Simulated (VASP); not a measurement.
# Co (P6/mmm) in VASP: single point with r2SCAN

Aim: the single point of Co with r2SCAN.

Program: VASP 6.6.1. These are calculated values, not measurements. Logs are shortened: lines on timing, memory, paths and dates and some standing lists are left out, and cuts for length are marked.

## Step 1: The cell of the first run

Symmetry: P6/mmm, No. 191, hexagonal system. Conventional cell: a = 3.943 Å, b = 3.943 Å, c = 2.406 Å, α = 90.00°, β = 90.00°, γ = 120.00°. Within 3.2 Å of Co (site symmetry 6/mmm) lie 14 Co at 2.41 to 2.58 Å. Within 3.0 Å of Co (site symmetry -6m2) lie 11 Co at 2.28 to 2.58 Å.

## Step 2: Single point, r2SCAN, collinear spin, ferromagnetic start

Input file POSCAR:

```
Co
1.0
    3.9433593065      0.0000000000      0.0000000000
   -1.9716796533      3.4150493357      0.0000000000
    0.0000000000      0.0000000000      2.4064790485
Co
3
Direct
    0.0000000000      0.0000000000      0.0000000000
    0.3333333333      0.6666666667      0.5000000000
    0.6666666667      0.3333333333      0.5000000000
```

Input file INCAR.step1:

```
PREC = Accurate
ENCUT = 520
ISMEAR = 0
SIGMA = 0.1
LREAL = F
LASPH = T
NELM = 150
ISPIN = 2
MAGMOM = 2.29 2.31 2.31
LMAXMIX = 4
NBANDS = 24
GGA = PE
ALGO = Normal
EDIFF = 1E-4
LWAVE = T
LCHARG = F
```

Input file INCAR.step2:

```
PREC = Accurate
ENCUT = 520
EDIFF = 1E-6
ISMEAR = 0
SIGMA = 0.1
LREAL = F
LASPH = T
NELM = 150
ALGO = Normal
ISIF = 2
LWAVE = F
LCHARG = T
ISPIN = 2
MAGMOM = 2.29 2.31 2.31
LORBIT = 11
LMAXMIX = 4
METAGGA = R2SCAN
LMIXTAU = T
LELF = T
LVHAR = T
NBANDS = 24
ISTART = 1
```

Input file KPOINTS:

```
Automatic mesh
0
Gamma
  6 6 6
```

Potentials or basis: VASP PAW PBE potentials, release 64 (Co).

Command:

```
$ cat potpaw_PBE.64/Co/POTCAR > POTCAR
$ cp INCAR.step1 INCAR
$ mpirun -np 1 vasp_std > vasp.out
$ cp INCAR.step2 INCAR
$ mpirun -np 1 vasp_std > vasp.out
```

OUTCAR:

```text
PREC = Accurate
   ENCUT = 520
   EDIFF = 1E-6
   ISMEAR = 0
   LREAL = F
   LASPH = T
   NELM = 150
   ISIF = 2
   ISPIN = 2
   LORBIT = 11
   METAGGA = R2SCAN
   ISTART = 1

 ion  position               nearest neighbor table
   1  0.000  0.000  0.000-   2 2.58   3 2.58   2 2.58   3 2.58   3 2.58   3 2.58   2 2.58   2 2.58
                             3 2.58   3 2.58   2 2.58   2 2.58
   2  0.333  0.667  0.500-   3 2.28   3 2.28   3 2.28   1 2.58   1 2.58   1 2.58   1 2.58   1 2.58
                             1 2.58
   3  0.667  0.333  0.500-   2 2.28   2 2.28   2 2.28   1 2.58   1 2.58   1 2.58   1 2.58   1 2.58
                             1 2.58

  LATTYP: Found a hexagonal cell.
 ALAT       =     3.9433593065
 C/A-ratio  =     0.6102611660

  Lattice vectors:

 A1 = (   3.9433593065,   0.0000000000,   0.0000000000)
 A2 = (  -1.9716796533,   3.4150493357,   0.0000000000)
 A3 = (   0.0000000000,   0.0000000000,   2.4064790485)

Analysis of symmetry for initial positions (statically):
=====================================================================
 Subroutine PRICEL returns:
 Original cell was already a primitive cell.

 Routine SETGRP: Setting up the symmetry group for a
 hexagonal supercell.

 Subroutine GETGRP returns: Found 24 space group operations
 (whereof 24 operations were pure point group operations)
 out of a pool of 24 trial point group operations.

The static configuration has the point symmetry D_6h.

Analysis of symmetry for dynamics (positions and initial velocities):
=====================================================================
 Subroutine PRICEL returns:
 Original cell was already a primitive cell.

 Routine SETGRP: Setting up the symmetry group for a
 hexagonal supercell.

 Subroutine GETGRP returns: Found 24 space group operations
 (whereof 24 operations were pure point group operations)
 out of a pool of 24 trial point group operations.

The dynamic configuration has the point symmetry D_6h.

Analysis of structural, dynamic, and magnetic symmetry:
=====================================================================
 Subroutine PRICEL returns:
 Original cell was already a primitive cell.

 Routine SETGRP: Setting up the symmetry group for a
 hexagonal supercell.

 Subroutine GETGRP returns: Found 24 space group operations
 (whereof 24 operations were pure point group operations)
 out of a pool of 24 trial point group operations.

[... 119 lines left out ...]
   IALGO  =     38    algorithm
   IMIX   =      4    mixing-type and parameters
     AMIX     =   0.40;   BMIX     =  1.00
     AMIX_MAG =   1.60;   BMIX_MAG =  1.00
  volume/ion in A,a.u.               =      10.80        72.90
  Fermi-wavevector in a.u.,A,eV,Ry     =   1.540450  2.911028 32.286438  2.372986
  Thomas-Fermi vector in A             =   2.646535
   LORBIT       =     11    0 simple, 1 ext, 2 COOP (PROOUT), +10 PAW based schemes
   METAGGA = R2SCAN    functional components
   LHFCALC =     F    Hartree Fock is set to
   AEXX    =    0.0000 exact exchange contribution
   IVDW    =     0    specifies the selected vdW correction
   LEPSILON=     F    determine dielectric tensor
   LRPA    =     F    only Hartree local field effects (RPA)
 spin polarized calculation
 Gauss-broadening in eV      SIGMA  =   0.10
  energy-cutoff  :      520.00
  volume of cell :       32.41
 maximum number of plane-waves:       903
 NGX is ok and might be reduce to    30
   NGX = 15   NGY = 15   NGZ =  9

 number of electron      27.0000010 magnetization       5.3308847

 Free energy of the ion-electron system (eV)
  ---------------------------------------------------
  ext. energy  EPLUGINS =         0.00000000
  ---------------------------------------------------
  free energy    TOTEN  =       -39.45857853 eV

  energy without entropy =      -39.44749724  energy(sigma->0) =      -39.45303788

 E-fermi :  10.4816     XC(G=0): -14.6927

 val. band max:       10.4589522355   @ k =   0.3333   0.1667   0.5000
 cond. band min:      10.4824038958   @ k =   0.5000   0.0000   0.3333
 fundamental gap:      0.0234516603
 Fermi energy:        10.4816475552

 spin component 1

 k-point     1 :       0.0000    0.0000    0.0000
  band No.  band energies     occupation
      1       1.0112      1.00000
      2       5.0043      1.00000
      3       6.3227      1.00000
      4       6.3228      1.00000
      5       6.3604      1.00000
      6       6.3605      1.00000
[... 637 lines left out ...]
     23      22.5536      0.00000
     24      28.6343      0.00000

 [... further k-points ...]

 spin component 2

 k-point     1 :       0.0000    0.0000    0.0000
  band No.  band energies     occupation
      1       0.4702      1.00000
      2       6.5890      1.00000
      3       7.8368      1.00000
      4       7.8368      1.00000
      5       7.8897      1.00000
      6       7.8897      1.00000
[... 637 lines left out ...]
     23      23.3308      0.00000
     24      28.8648      0.00000

 [... further k-points ...]
[... 5 lines left out ...]
  --------------------------------------------------------------------------------------
  -------------------------------------------------------------------------------------
  Total       -0.0978661     -0.0978661      0.0323373      0.0000000     -0.0000000      0.0000000
  in kB       -4.8383498     -4.8383498      1.5987074      0.0000000     -0.0000000      0.0000000
  external PRESSURE =      -2.6926641 kB  Pullay stress =       0.0000000 kB

 VOLUME and BASIS-vectors are now :
 -----------------------------------------------------------------------------
  energy-cutoff  :      520.00
  volume of cell :       32.41
      direct lattice vectors                 reciprocal lattice vectors
     3.943359307  0.000000000  0.000000000     0.253590891  0.146410769  0.000000000
    -1.971679653  3.415049336  0.000000000     0.000000000  0.292821538  0.000000000
     0.000000000  0.000000000  2.406479049     0.000000000  0.000000000  0.415544860

 POSITION                                       TOTAL-FORCE (eV/Angst)
 -----------------------------------------------------------------------------------
      0.00000      0.00000      0.00000        -0.000000      0.000000      0.000000
     -0.00000      2.27670      1.20324         0.000000     -0.000000      0.000000
      1.97168      1.13835      1.20324        -0.000000      0.000000      0.000000
 -----------------------------------------------------------------------------------
    total drift:                               -0.000000      0.000000      0.000000

  FREE ENERGIE OF THE ION-ELECTRON SYSTEM (eV)
  ---------------------------------------------------
  free  energy   TOTEN  =       -39.4585785257 eV

  energy  without entropy=      -39.4474972371  energy(sigma->0) =      -39.45303788

 total charge

# of ion       s       p       d       tot
------------------------------------------
    1        0.494   0.548   7.227   8.269
    2        0.527   0.575   7.247   8.349
    3        0.527   0.575   7.247   8.349
--------------------------------------------------
tot          1.548   1.698  21.720  24.967

 magnetization (x)

# of ion       s       p       d       tot
------------------------------------------
    1       -0.006  -0.079   1.863   1.778
    2       -0.005  -0.074   1.945   1.866
    3       -0.005  -0.074   1.945   1.866
--------------------------------------------------
tot         -0.016  -0.226   5.753   5.510
```

OUTCAR.step1:

```text
PREC = Accurate
   ENCUT = 520
   ISMEAR = 0
   LREAL = F
[... 1547 lines left out ...]
      0.00000      0.00000      0.00000         0.000000      0.000000      0.000000
     -0.00000      2.27670      1.20324        -0.000000      0.000000      0.000000
      1.97168      1.13835      1.20324         0.000000      0.000000      0.000000
 -----------------------------------------------------------------------------------
    total drift:                               -0.000000      0.000000      0.000000

  FREE ENERGIE OF THE ION-ELECTRON SYSTEM (eV)
  ---------------------------------------------------
  free  energy   TOTEN  =       -20.8725129568 eV

  energy  without entropy=      -20.8622958579  energy(sigma->0) =      -20.86740441
```

OSZICAR.step1:

```text
N       E                     dE             d eps       ncg     rms          rms(c)
DAV:   1     0.160034437232E+03    0.16003E+03   -0.11539E+04  2768   0.149E+03
DAV:   2    -0.155842226926E+02   -0.17562E+03   -0.16308E+03  2688   0.279E+02
DAV:   3    -0.235492701083E+02   -0.79650E+01   -0.77516E+01  3080   0.820E+01
DAV:   4    -0.236812872599E+02   -0.13202E+00   -0.13195E+00  3816   0.884E+00
DAV:   5    -0.236839034389E+02   -0.26162E-02   -0.26161E-02  3472   0.111E+00    0.185E+01
DAV:   6    -0.217065821829E+02    0.19773E+01   -0.17541E+01  3064   0.691E+01    0.124E+01
DAV:   7    -0.263483421947E+02   -0.46418E+01   -0.28373E+01  3192   0.985E+01    0.366E+01
DAV:   8    -0.208459974983E+02    0.55023E+01   -0.24801E+01  3288   0.472E+01    0.470E+00
DAV:   9    -0.208656890042E+02   -0.19692E-01   -0.44056E-01  3056   0.711E+00    0.262E+00
DAV:  10    -0.208717248311E+02   -0.60358E-02   -0.55783E-02  3600   0.265E+00    0.123E+00
DAV:  11    -0.208751315976E+02   -0.34068E-02   -0.37108E-02  4360   0.223E+00    0.818E-01
DAV:  12    -0.208724353573E+02    0.26962E-02   -0.49140E-03  4208   0.130E+00    0.436E-01
DAV:  13    -0.208722422112E+02    0.19315E-03   -0.25442E-03  3216   0.437E-01    0.205E-01
DAV:  14    -0.208724798790E+02   -0.23767E-03   -0.48168E-04  2016   0.372E-01    0.707E-02
DAV:  15    -0.208725129568E+02   -0.33078E-04   -0.98663E-05  1600   0.155E-01
   1 F= -.20872513E+02 E0= -.20867404E+02  d E =-.102171E-01  mag=     4.9820
```

Run time: 3.3 min. Hardware: 1 thread of AMD EPYC 7R43 (Zen 3), shared host; peak memory 0.14 GiB.

What came out:

| Item | Value |
| --- | --- |
| Free energy | -39.4586 eV |
| Pressure | -0.3 GPa |
| Net moment | 5.33 μB per cell |
| Site moments | Co +1.78, +1.87 μB |
| Valence electrons inside the program's atomic spheres | Co 8.27, 8.35 |

Stress tensor (GPa, compression positive):
```
-0.48  0.00  0.00
 0.00 -0.48  0.00
 0.00  0.00  0.16
```

Caveat: the k points lie up to 0.44 Å⁻¹ apart; the PAW data sets were made with another functional, which shifts forces and pressure a little.
